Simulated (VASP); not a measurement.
Here is a VASP 6.6.1 calculation.

The input INCAR:

```
SYSTEM = BeS
ALGO = Normal
EDIFF = 1E-6
EDIFFG = -0.01
ENCUT = 520
GGA = PE
IBRION = 2
ISIF = 2
ISMEAR = -1
LASPH = .True.
LCHARG = .False.
LREAL = .False.
LWAVE = .False.
NELM = 80
NSW = 50
PREC = Accurate
SIGMA = 0.03
```

The input KPOINTS:

```
k-points
0
Gamma
  10 10 10
  0 0 0
```

File POSCAR:

```
BeS
1.0
    0.0000000000      2.3511130669      2.3511130669
    2.3511130669      0.0000000000      2.3511130669
    2.3511130669      2.3511130669      0.0000000000
Be S
1 1
Direct
    0.0000000000      0.0000000000      0.0000000000
    0.2500000000      0.2500000000      0.2500000000
```

Potentials or basis: VASP PAW PBE potentials, release 64 (Be, S).

Run with:

```sh
$ cat potpaw_PBE.64/Be/POTCAR potpaw_PBE.64/S/POTCAR > POTCAR
$ mpirun -np 1 vasp_std > vasp.out
```

Task: Estimate the band gap on the k mesh.

Result: 2.88 eV, indirect (least direct gap 5.61 eV).

Final structure:
```
Be S
1.0
     0.00000    2.35111    2.35111
     2.35111    0.00000    2.35111
     2.35111    2.35111    0.00000
Be S
1 1
Cartesian
  0.0000 0.0000 0.0000
  1.1756 1.1756 1.1756
```

Caveat: the relaxation stopped at its first step, so nothing moved. A k mesh can miss the band edges.
